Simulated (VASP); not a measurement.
# Li (Im-3m) in VASP: notebook

The runs below take Li through relaxation of cell and atoms, with PBEsol.

Program: VASP 6.6.1. These are calculated values, not measurements. Logs are shortened: lines on timing, memory, paths and dates and some standing lists are left out, and cuts for length are marked.

## 1. The cell of the first run

It takes space group Im-3m (No. 229, cubic). Conventional cell: a = 3.198 Å, b = 3.198 Å, c = 3.198 Å, α = 90.00°, β = 90.00°, γ = 90.00°. Within 3.7 Å of Li (site symmetry m-3m) lie 14 Li at 2.77 to 3.20 Å.

## 2. Relaxation of cell and atoms, PBEsol, target pressure 4.1 GPa, at which the enthalpy is minimised

File INCAR:

```
SYSTEM = Li
  ALGO = Normal
  EDIFF = 1E-6
  EDIFFG = -0.005
  ENCUT = 600
  GGA = PS
  IBRION = 2
  ISIF = 3
  ISMEAR = -1
  LASPH = .True.
  LCHARG = .False.
  LREAL = .False.
  LWAVE = .False.
  NELM = 100
  NSW = 60
  PREC = Accurate
  PSTRESS = 41.0
  SIGMA = 0.05
```

File KPOINTS:

```
k-points
0
Gamma
  17 17 17
  0 0 0
```

File POSCAR:

```
Li
1.0
   -1.5992018154      1.5992018154      1.5992018154
    1.5992018154     -1.5992018154      1.5992018154
    1.5992018154      1.5992018154     -1.5992018154
Li
1
Direct
    0.0000000000      0.0000000000      0.0000000000
```

Potentials or basis: VASP PAW PBE potentials, release 64 (Li_sv).

Launch:

```bash
> cat potpaw_PBE.64/Li_sv/POTCAR > POTCAR
> mpirun -np 1 vasp_std > vasp.out
```

OUTCAR:

```text
SYSTEM = Li
   EDIFF = 1E-6
   EDIFFG = -0.005
   ENCUT = 600
   GGA = PS
   IBRION = 2
   ISIF = 3
   ISMEAR = -1
   LASPH = .True.
   LREAL = .False.
   NELM = 100
   NSW = 60
   PREC = Accurate
   PSTRESS = 41.0

 ion  position               nearest neighbor table
   1  0.000  0.000  0.000-

  LATTYP: Found a body centered cubic cell.
 ALAT       =     3.1984036308

  Lattice vectors:

 A1 = (  -1.5992018154,   1.5992018154,   1.5992018154)
 A2 = (   1.5992018154,  -1.5992018154,   1.5992018154)
 A3 = (   1.5992018154,   1.5992018154,  -1.5992018154)

Analysis of symmetry for initial positions (statically):
=====================================================================
 Subroutine PRICEL returns:
 Original cell was already a primitive cell.

 Routine SETGRP: Setting up the symmetry group for a
 body centered cubic supercell.

 Subroutine GETGRP returns: Found 48 space group operations
 (whereof 48 operations were pure point group operations)
 out of a pool of 48 trial point group operations.

The static configuration has the point symmetry O_h .

Analysis of symmetry for dynamics (positions and initial velocities):
=====================================================================
 Subroutine PRICEL returns:
 Original cell was already a primitive cell.

 Routine SETGRP: Setting up the symmetry group for a
 body centered cubic supercell.

 Subroutine GETGRP returns: Found 48 space group operations
 (whereof 48 operations were pure point group operations)
 out of a pool of 48 trial point group operations.

The dynamic configuration has the point symmetry O_h .

 Subroutine INISYM returns: Found 48 space group operations
 (whereof 48 operations are pure point group operations),
 and found     1 'primitive' translations

----------------------------------------------------------------------------------------

                                     Primitive cell

  volume of cell :      16.3595

  direct lattice vectors                    reciprocal lattice vectors
    -1.599201815  1.599201815  1.599201815     0.000000000  0.312655973  0.312655973
     1.599201815 -1.599201815  1.599201815     0.312655973  0.000000000  0.312655973
     1.599201815  1.599201815 -1.599201815     0.312655973  0.312655973  0.000000000

  length of vectors
     2.769898796  2.769898796  2.769898796     0.442162318  0.442162318  0.442162318

  position of ions in fractional coordinates (direct lattice)
     0.000000000  0.000000000  0.000000000

  ion indices of the primitive-cell ions
   primitive index   ion index
                 1           1

----------------------------------------------------------------------------------------

 KPOINTS: k-points

Automatic generation of k-mesh.
 Grid dimensions read from file:
 generate k-points for:   17   17   17

 Generating k-lattice:

  Cartesian coordinates                     Fractional coordinates (reciprocal lattice)
     0.000000000  0.018391528  0.018391528     0.058823529  0.000000000  0.000000000
     0.018391528  0.000000000  0.018391528     0.000000000  0.058823529  0.000000000
     0.018391528  0.018391528  0.000000000     0.000000000  0.000000000  0.058823529

  Length of vectors
     0.026009548  0.026009548  0.026009548

  Shift w.r.t. Gamma in fractional coordinates (k-lattice)
     0.000000000  0.000000000  0.000000000

 Subroutine IBZKPT returns following result:
 ===========================================

 Found    165 irreducible k-points:

 Following reciprocal coordinates:
            Coordinates               Weight
  0.000000  0.000000  0.000000      1.000000
  0.058824  0.000000  0.000000     12.000000
  0.117647  0.000000  0.000000     12.000000
  0.176471  0.000000  0.000000     12.000000
  0.235294  0.000000  0.000000     12.000000
  0.294118  0.000000  0.000000     12.000000
[... 16 lines left out ...]
  0.411765  0.117647  0.000000     48.000000
  0.176471  0.176471  0.000000     24.000000
 [... further k-points ...]
   k-points           NKPTS =    165   k-points in BZ     NKDIM =    165   number of bands    NBANDS=      5
   number of dos      NEDOS =    301   number of ions     NIONS =      1
   total plane-waves  NPLWV =  13824
   dimension x,y,z NGX =    24 NGY =   24 NGZ =   24
   dimension x,y,z NGXF=    48 NGYF=   48 NGZF=   48
   ions per type =               1
   NGX,Y,Z   is equivalent  to a cutoff of  14.40, 14.40, 14.40 a.u.
   NGXF,Y,Z  is equivalent  to a cutoff of  28.81, 28.81, 28.81 a.u.
 SYSTEM =  Li
   PREC   = accura    normal or accurate (medium, high low for compatibility)
   ISTART =      0    job   : 0-new  1-cont  2-samecut
   ICHARG =      2    charge: 1-file 2-atom 10-const
   ISPIN  =      1    spin polarized calculation?
   LNONCOLLINEAR =      F non collinear calculations
   LSORBIT =      F    spin-orbit coupling
   LASPH  =      T    aspherical Exc in radial PAW
   ENCUT  =  600.0 eV  44.10 Ry    6.64 a.u.   5.53  5.53  5.53*2*pi/ulx,y,z
   NELM   =    100;   NELMIN=  2; NELMDL= -5     # of ELM steps
   EDIFF  = 0.1E-05   stopping-criterion for ELM
   LREAL  =      F    real-space projection
   EDIFFG = -.5E-02   stopping-criterion for IOM
   NSW    =     60    number of steps for IOM
   IBRION =      2    ionic relax: 0-MD 1-quasi-New 2-CG
   NFREE  =      1    steps in history (QN), initial steepest desc. (CG)
   ISIF   =      3    stress and relaxation
   ISYM   =      2    0-nonsym 1-usesym 2-fastsym
   POTIM  = 0.5000    time-step for ionic-motion
   TEBEG  =    0.0;   TEEND  =   0.0 temperature during run
   PSTRESS=   41.0 pullay stress
   NELECT =       3.0000    total number of electrons
   NUPDOWN=      -1.0000    fix difference up-down
   EMIN   =  10.00;   EMAX   =-10.00  energy-range for DOS
   EFERMI =   0.00;   METHOD = LEGACY
   ISMEAR =    -1;   SIGMA  =   0.05  broadening in eV -4-tet -1-fermi 0-gaus
   EFERMI_NEDOS =   21; number of points for ismear=-14 and -15
   IALGO  =     38    algorithm
   IMIX   =      4    mixing-type and parameters
     AMIX     =   0.40;   BMIX     =  1.00
     AMIX_MAG =   1.60;   BMIX_MAG =  1.00
  volume/ion in A,a.u.               =      16.36       110.40
  Fermi-wavevector in a.u.,A,eV,Ry     =   0.930091  1.757617 11.769975  0.865069
  Thomas-Fermi vector in A             =   2.056442
   LORBIT       =      0    0 simple, 1 ext, 2 COOP (PROOUT), +10 PAW based schemes
   GGA     = PS    functional components
   LHFCALC =     F    Hartree Fock is set to
   AEXX    =    0.0000 exact exchange contribution
   IVDW    =     0    specifies the selected vdW correction
   LEPSILON=     F    determine dielectric tensor
   LRPA    =     F    only Hartree local field effects (RPA)
 conjugate gradient relaxation of ions
 non-spin polarized calculation
  energy-cutoff  :      600.00
  volume of cell :       16.36
 maximum number of plane-waves:       564
 NGX is ok and might be reduce to    24
   NGX = 11   NGY = 11   NGZ = 11

--------------------------------------- Ionic step        1  -------------------------------------------

 number of electron       3.0000001 magnetization

 Free energy of the ion-electron system (eV)
  ---------------------------------------------------
  ext. energy  EPLUGINS =         0.00000000
  ---------------------------------------------------
  free energy    TOTEN  =        -1.92289083 eV

  energy without entropy =       -1.91853887  energy(sigma->0) =       -1.92071485

------------------------ aborting loop because EDIFF is reached ----------------------------------------

  FORCE on cell =-STRESS in cart. coord.  units (eV):
  Direction    XX          YY          ZZ          XY          YZ          ZX
  --------------------------------------------------------------------------------------
  -------------------------------------------------------------------------------------
  Total        0.4071837      0.4071837      0.4071837      0.0000000      0.0000000      0.0000000
  in kB       39.8777935     39.8777935     39.8777935      0.0000000      0.0000000      0.0000000
  external PRESSURE =      -1.1222065 kB  Pullay stress =      41.0000000 kB

 VOLUME and BASIS-vectors are now :
 -----------------------------------------------------------------------------
  energy-cutoff  :      600.00
  volume of cell :       16.36
      direct lattice vectors                 reciprocal lattice vectors
    -1.599201815  1.599201815  1.599201815     0.000000000  0.312655973  0.312655973
     1.599201815 -1.599201815  1.599201815     0.312655973  0.000000000  0.312655973
     1.599201815  1.599201815 -1.599201815     0.312655973  0.312655973  0.000000000
[... 44 lines left out ...]
  FREE ENERGIE OF THE ION-ELECTRON SYSTEM (eV)
  ---------------------------------------------------
  free  energy   TOTEN  =        -1.9222128846 eV

  energy  without entropy=       -1.9178616910  energy(sigma->0) =       -1.92003729

  enthalpy is  TOTEN    =        -1.5042644885 eV   P V=        0.4179483961

--------------------------------------- Ionic step        3  -------------------------------------------

 number of electron       3.0000002 magnetization

 Free energy of the ion-electron system (eV)
  ---------------------------------------------------
  ext. energy  EPLUGINS =         0.00000000
  ---------------------------------------------------
  free energy    TOTEN  =        -1.92084340 eV

  energy without entropy =       -1.91649376  energy(sigma->0) =       -1.91866858

 E-fermi :   1.3303     XC(G=0):  -7.5768

 val. band max:        1.2965908751   @ k =   0.1765   0.1765   0.1765
 cond. band min:       1.3490807155   @ k =   0.2353   0.1765   0.1176
 fundamental gap:      0.0524898404
 Fermi energy:         1.3302512186

 k-point     1 :       0.0000    0.0000    0.0000
  band No.  band energies     occupation
      1     -44.2648      2.00000
      2      -2.5253      2.00000
      3      18.3458      0.00000
      4      18.3458      0.00000
      5      18.3458      0.00000

 k-point     2 :       0.0588    0.0000    0.0000
  band No.  band energies     occupation
      1     -44.2632      2.00000
      2      -2.4556      2.00000
      3      17.8177      0.00000
      4      17.9345      0.00000
      5      18.2024      0.00000

 k-point     3 :       0.1176    0.0000    0.0000
  band No.  band energies     occupation
      1     -44.2587      2.00000
      2      -2.2461      2.00000
      3      16.2505      0.00000
      4      17.0486      0.00000
      5      17.7936      0.00000
[... 153 lines left out ...]
 k-point    23 :       0.4118    0.1176    0.0000
  band No.  band energies     occupation
      1     -44.2162      2.00000
      2       1.6691      0.00227
      3       5.4897      0.00000
      4      11.8308      0.00000
      5      13.9294      0.00000

 k-point    24 :       0.1765    0.1765    0.0000
  band No.  band energies     occupation
      1     -44.2326      2.00000
      2      -0.6244      2.00000
      3      10.4924      0.00000
      4      12.2463      0.00000
      5      14.9539      0.00000

 [... further k-points ...]
[... 5 lines left out ...]
  --------------------------------------------------------------------------------------
  -------------------------------------------------------------------------------------
  Total        0.4176947      0.4176947      0.4176947      0.0000000      0.0000000     -0.0000000
  in kB       41.1109061     41.1109061     41.1109061      0.0000000      0.0000000     -0.0000000
  external PRESSURE =       0.1109061 kB  Pullay stress =      41.0000000 kB

 VOLUME and BASIS-vectors are now :
 -----------------------------------------------------------------------------
  energy-cutoff  :      600.00
  volume of cell :       16.28
      direct lattice vectors                 reciprocal lattice vectors
    -1.596556050  1.596556050  1.596556050     0.000000000  0.313174098  0.313174098
     1.596556050 -1.596556050  1.596556050     0.313174098  0.000000000  0.313174098
     1.596556050  1.596556050 -1.596556050     0.313174098  0.313174098  0.000000000

 POSITION                                       TOTAL-FORCE (eV/Angst)
 -----------------------------------------------------------------------------------
      0.00000     -0.00000      0.00000         0.000000      0.000000      0.000000
 -----------------------------------------------------------------------------------
    total drift:                               -0.000000      0.000000     -0.000000

  FREE ENERGIE OF THE ION-ELECTRON SYSTEM (eV)
  ---------------------------------------------------
  free  energy   TOTEN  =        -1.9208434032 eV

  energy  without entropy=       -1.9164937552  energy(sigma->0) =       -1.91866858

  enthalpy is  TOTEN    =        -1.5042755283 eV   P V=        0.4165678749

 reached required accuracy - stopping structural energy minimisation
```

Wall time 20 s (1 thread of Intel Xeon 8259CL, shared host); peak memory 0.14 GiB.

What came out:

* Free energy: -1.9208 eV
* Relaxed volume: 16.28 Å³/atom
* Relaxed cell: a = 2.765 Å, b = 2.765 Å, c = 2.765 Å, α = 109.47°, β = 109.47°, γ = 109.47°
* Space group after relaxing (to 0.1 Å): Im-3m (No. 229)
* Energy change on relaxing (the run minimises the enthalpy): +2.0 meV/atom
* Ionic steps: 3
* Pressure after relaxing: 4.1 GPa
* Band gap on the k mesh: zero (an odd number of electrons rules out a gap without spin polarisation)

The path:
| step | energy change (eV) | largest force (eV/Å) | pressure (GPa) | volume (Å³) |
| --- | --- | --- | --- | --- |
| 1 | 0.0000 | 0.0000 | 3.99 | 16.36 |
| 2 | 0.0007 | 0.0000 | 4.03 | 16.33 |
| 3 | 0.0020 | 0.0000 | 4.11 | 16.28 |

Final structure:
```
Li
1.0
    -1.59656    1.59656    1.59656
     1.59656   -1.59656    1.59656
     1.59656    1.59656   -1.59656
Li
1
Direct
  0.00000 0.00000 0.00000
```

Levels at points of the mesh, in eV from the Fermi level:
```
           k point  band 1  band 2  band 3  band 4
(0.00, 0.00, 0.00)  -45.60   -3.86   17.02   17.02
```

Caveat: the cutoff is under 1.25 times the usual one of these potentials, so pressure, stress and relaxed cells hold a basis-set (Pulay) error; the cell is relaxed towards a set pressure, so the run minimises the enthalpy, not the energy; the PAW data sets were made with another functional, which shifts forces and pressure a little.

## 3. Relaxation of cell and atoms, PBEsol, target pressure 4.1 GPa, at which the enthalpy is minimised

This run uses another cell than the first one, of 16.39 Å³/atom.

File INCAR:

```
PREC = Accurate ; ENCUT = 600
EDIFF = 1E-6 ; ISMEAR = -1
SIGMA = 0.05 ; LREAL = False
LASPH = True ; NELM = 100
ALGO = Normal ; ISIF = 3
LWAVE = False ; LCHARG = False
GGA = PS ; IBRION = 2
NSW = 32 ; EDIFFG = -0.005
PSTRESS = 41.0
```

File KPOINTS:

```
Automatic mesh
0
Gamma
  17 17 17
```

File POSCAR:

```
Li
1.0
   -1.6002749339      1.6002749339      1.6002749339
    1.6002749339     -1.6002749339      1.6002749339
    1.6002749339      1.6002749339     -1.6002749339
Li
1
Direct
    0.0000000000      0.0000000000      0.0000000000
```

Potentials or basis: VASP PAW PBE potentials, release 64 (Li_sv).

Launch:

```bash
> cat potpaw_PBE.64/Li_sv/POTCAR > POTCAR
> mpirun -np 1 vasp_std > vasp.out
```

It took 23 s on 1 thread of Intel Xeon 8259CL, shared host; peak memory 0.14 GiB.

It converged, with:

```yaml
Free_energy: -1.9209 eV
Relaxed_volume: 16.28 Å³/atom
Relaxed_cell: a = 2.765 Å, b = 2.765 Å, c = 2.765 Å, α = 109.47°, β = 109.47°, γ = 109.47°
Space_group_after_relaxing_to_0.1_Å: Im-3m (No. 229)
Energy_change_on_relaxing_the_run_minimises_the_enthalpy: +2.9 meV/atom
Ionic_steps: 3
Pressure_after_relaxing: 4.1 GPa
Band_gap_on_the_k_mesh: zero (an odd number of electrons rules out a gap without spin polarisation)
```

The path:
```
step  energy change (eV)  largest force (eV/Å)  pressure (GPa)  volume (Å³)
   1              0.0000                0.0000            3.94        16.39
   2              0.0010                0.0000            3.99        16.35
   3              0.0029                0.0000            4.11        16.28
```

Final structure:
```cif
data_structure
_symmetry_space_group_name_H-M 'P 1'
_symmetry_Int_Tables_number 1
_cell_length_a 2.7652
_cell_length_b 2.7652
_cell_length_c 2.7652
_cell_angle_alpha 109.471
_cell_angle_beta 109.471
_cell_angle_gamma 109.471
_cell_volume 16.28
loop_
_atom_site_label
_atom_site_type_symbol
_atom_site_fract_x
_atom_site_fract_y
_atom_site_fract_z
_atom_site_occupancy
Li1 Li 0.00000 0.00000 0.00000 1
```

Levels at points of the mesh, in eV from the Fermi level:
```
           k point  band 1  band 2  band 3  band 4  band 5
(0.00, 0.00, 0.00)  -45.60   -3.86   17.02   17.02   17.02
```

Caveat: the cutoff is under 1.25 times the usual one of these potentials, so pressure, stress and relaxed cells hold a basis-set (Pulay) error; the cell is relaxed towards a set pressure, so the run minimises the enthalpy, not the energy; the PAW data sets were made with another functional, which shifts forces and pressure a little.
